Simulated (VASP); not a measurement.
Set up this calculation in VASP 6.6.1, as the native input.

* Task: single point
* Functional: PBE
* Potentials or basis: VASP PAW PBE potentials, release 64 (Ga_d, P, In_d)
* Cutoff: 520 eV
* k mesh: 6 × 6 × 2
* Occupations: fermi-dirac, width 0.02 eV
* Spin: no spin polarisation
* Dipole correction: no
* Further INCAR settings: ALGO = Normal; EDIFF = 1e-06; NBANDS = 46

The structure of InGa3P4 lies in POSCAR:

```
InGa3P4
1.0
    3.9670754872      0.0000000000      0.0000000000
    0.0000000000      3.9670754872      0.0000000000
    0.0000000000      0.0000000000     11.2753582678
Ga P In
3 4 1
Direct
    0.0000000000      0.0000000000      0.7597565196
    0.5000000000      0.5000000000      0.0000000000
    0.0000000000      0.0000000000      0.2402434804
    0.0000000000      0.5000000000      0.8799512549
    0.5000000000      0.0000000000      0.1200487451
    0.0000000000      0.5000000000      0.3591235570
    0.5000000000      0.0000000000      0.6408764430
    0.5000000000      0.5000000000      0.5000000000
```

The input as run:

INCAR

```
  PREC = Accurate
  ENCUT = 520
  EDIFF = 1E-6
  ISMEAR = -1
  SIGMA = 0.02
  LREAL = F
  LASPH = T
  NELM = 60
  ALGO = Normal
  ISIF = 2
  LWAVE = F
  LCHARG = T
  GGA = PE
  LELF = T
  LVHAR = T
  NBANDS = 46
```

KPOINTS

```
regular mesh
0
Gamma
  6 6 2
```

Potentials or basis: VASP PAW PBE potentials, release 64 (Ga_d, P, In_d).

The run is started by

```sh
$ cat potpaw_PBE.64/Ga_d/POTCAR potpaw_PBE.64/P/POTCAR potpaw_PBE.64/In_d/POTCAR > POTCAR
$ mpirun -np 1 vasp_std > vasp.out
```

Results of the run:

```
Pressure               : 0.0 GPa
Largest force          : 0.005 eV/Å
Band gap on the k mesh : 1.11 eV
```

Caveat: spin-orbit coupling is left out, which moves the levels of the heavy elements.

Wall time 76 s on 1 thread of AMD EPYC 9R45 96-Core Processor (Zen 5), on a shared host, peak memory 0.31 GiB.
